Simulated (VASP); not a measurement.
Set up this calculation in VASP 6.6.1, as the native input.

```yaml
Task: single point
Functional: PBE
Potentials_or_basis: VASP PAW PBE potentials, release 64 (Al, N)
Cutoff: 520 eV
k_mesh: 5 × 6 × 1
Occupations: gaussian, width 0.05 eV
Spin: no spin polarisation
Dipole_correction: yes
Further_INCAR_settings: LREAL = Auto; ALGO = Normal; EDIFF = 1e-07; NBANDS = 52
```

The structure of Al4N5 lies in POSCAR:

```
Al4N5
1.0
    6.2595366887      0.0000000000      0.0000000000
    0.0000000000      5.0173032419      0.0000000000
    0.0000000000      0.0000000000     20.1620320362
Al N
8 10
Direct
    0.0000000000      0.9982714950      0.1983927013
    0.5000000000      0.9982714950      0.1983927013
    0.2500000000      0.4982714950      0.2432039732
    0.7500000000      0.4982714950      0.2432039732
    0.2500000000      0.9915197249      0.3381855719
    0.7500000000      0.9915197249      0.3381855719
    0.0000000000      0.4624332456      0.3657061888
    0.5000000000      0.4624332456      0.3657061888
    0.0000000000      0.6167285050      0.1983927013
    0.5000000000      0.6167285050      0.1983927013
    0.2500000000      0.1167285050      0.2432039732
    0.7500000000      0.1167285050      0.2432039732
    0.2500000000      0.6143669383      0.3369672669
    0.7500000000      0.6143669383      0.3369672669
    0.0000000000      0.1112303967      0.3750629908
    0.5000000000      0.1112303967      0.3750629908
    0.1666666667      0.6112303967      0.5099428074
    0.1666666667      0.6112303967      0.5646013848
```

These files were run (other wordings do the same):

INCAR

```
SYSTEM = Al4N5
PREC = Accurate ; ENCUT = 520
EDIFF = 1E-7 ; ISMEAR = 0
SIGMA = 0.05 ; LREAL = Auto
LASPH = .True. ; NELM = 80
ALGO = Normal ; ISIF = 2
LWAVE = .False. ; LCHARG = .False.
LDIPOL = .True. ; IDIPOL = 3
DIPOL = 0.5 0.5 0.315 ; GGA = PE
NBANDS = 52
```

KPOINTS

```
Automatic mesh
0
Gamma
  5 6 1
  0 0 0
```

Potentials or basis: VASP PAW PBE potentials, release 64 (Al, N).

The run is started by

```bash
$ cat potpaw_PBE.64/Al/POTCAR potpaw_PBE.64/N/POTCAR > POTCAR
$ mpirun -np 1 vasp_std > vasp.out
```

Results of the run:

The largest force is 2.823 eV/Å and the band gap on the k mesh is 1.42 eV (least direct gap 1.45 eV).

Caveat: the standard files for N, O and F lose accuracy on very short bonds.

Wall time 9.4 min on 1 thread of Intel(R) Xeon(R) 6975P-C (Granite Rapids) (shared host), peak memory 0.76 GiB.
